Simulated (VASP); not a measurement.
Write the native input for VASP 6.6.1 that does the following.

```yaml
Task: single point
Functional: PBE-based screened hybrid with 10 % exact exchange
Potentials_or_basis: VASP PAW PBE potentials, release 64 (Hf_pv, O)
Cutoff: 520 eV
k_mesh: 5 × 5 × 5
Occupations: fermi-dirac, width 0.05 eV
Spin: no spin polarisation
Dipole_correction: no
Grid_for_exact_exchange_PRECFOCK: Normal
Share_of_exact_exchange: 0.1
Further_INCAR_settings: ALGO = Normal; EDIFF = 1e-06; NBANDS = 18
Screening_parameter: 0.20787 1/Å
```

HfO2:

```
CELL_PARAMETERS angstrom
0.00000 2.55750 2.55750
2.55750 0.00000 2.55750
2.55750 2.55750 0.00000
ATOMIC_POSITIONS crystal
Hf 0.00000 0.00000 0.00000
O 0.75000 0.75000 0.75000
O 0.25000 0.25000 0.25000
```

One way to write it, as run:

POSCAR

```
HfO2
1.0
    0.0000000000      2.5575000000      2.5575000000
    2.5575000000      0.0000000000      2.5575000000
    2.5575000000      2.5575000000      0.0000000000
Hf O
1 2
Direct
    0.0000000000      0.0000000000      0.0000000000
    0.7500000000      0.7500000000      0.7500000000
    0.2500000000      0.2500000000      0.2500000000
```

INCAR.step1

```
SYSTEM = HfO2
PREC     = Accurate       ! precision mode
ENCUT    = 520            ! plane-wave cutoff, eV
EDIFF    = 1E-5           ! SCF threshold, eV
ISMEAR   = -1             ! smearing method
SIGMA    = 0.05           ! smearing width, eV
LREAL    = .FALSE.        ! projectors in reciprocal space
LASPH    = .TRUE.         ! aspherical terms in the spheres
NELM     = 80             ! most SCF steps
ALGO     = Normal         ! electronic algorithm
ISIF     = 2              ! what is computed and relaxed
LWAVE    = .TRUE.         ! write WAVECAR
LCHARG   = .FALSE.        ! write CHGCAR
NBANDS   = 18             ! bands
GGA      = PE             ! functional
```

INCAR.step2

```
SYSTEM = HfO2
PREC     = Accurate       ! precision mode
ENCUT    = 520            ! plane-wave cutoff, eV
EDIFF    = 1E-6           ! SCF threshold, eV
ISMEAR   = -1             ! smearing method
SIGMA    = 0.05           ! smearing width, eV
LREAL    = .FALSE.        ! projectors in reciprocal space
LASPH    = .TRUE.         ! aspherical terms in the spheres
NELM     = 80             ! most SCF steps
ALGO     = Normal         ! electronic algorithm
ISIF     = 2              ! what is computed and relaxed
LWAVE    = .FALSE.        ! write WAVECAR
LCHARG   = .FALSE.        ! write CHGCAR
GGA      = PE             ! functional
LHFCALC  = .TRUE.         ! exact exchange
AEXX     = 0.1            ! exact-exchange fraction
HFSCREEN = 0.2078699      ! screening, 1/A
PRECFOCK = Normal       
NBANDS   = 18             ! bands
ISTART   = 1
```

KPOINTS

```
regular mesh
0
G
  5 5 5
  0 0 0
```

Potentials or basis: VASP PAW PBE potentials, release 64 (Hf_pv, O).

Command:

```sh
$ cat potpaw_PBE.64/Hf_pv/POTCAR potpaw_PBE.64/O/POTCAR > POTCAR
$ cp INCAR.step1 INCAR
$ mpirun -np 1 vasp_std > vasp.out
$ cp INCAR.step2 INCAR
$ mpirun -np 1 vasp_std > vasp.out
```

Results of the run:

```json
{
  "Pressure": "-9.0 GPa",
  "Band gap on the k mesh": "4.63 eV (least direct gap 4.95 eV)"
}
```

Caveat: the k points lie up to 0.43 Å⁻¹ apart; the PAW data sets were made with another functional, which shifts forces and pressure a little; spin-orbit coupling is left out, which moves the levels of the heavy elements; an odd mesh through Γ misses points on the zone boundary, where band edges can lie.

Wall time 10 min on 1 thread of Intel(R) Xeon(R) 6975P-C (Granite Rapids), on a shared host, peak memory 0.27 GiB.
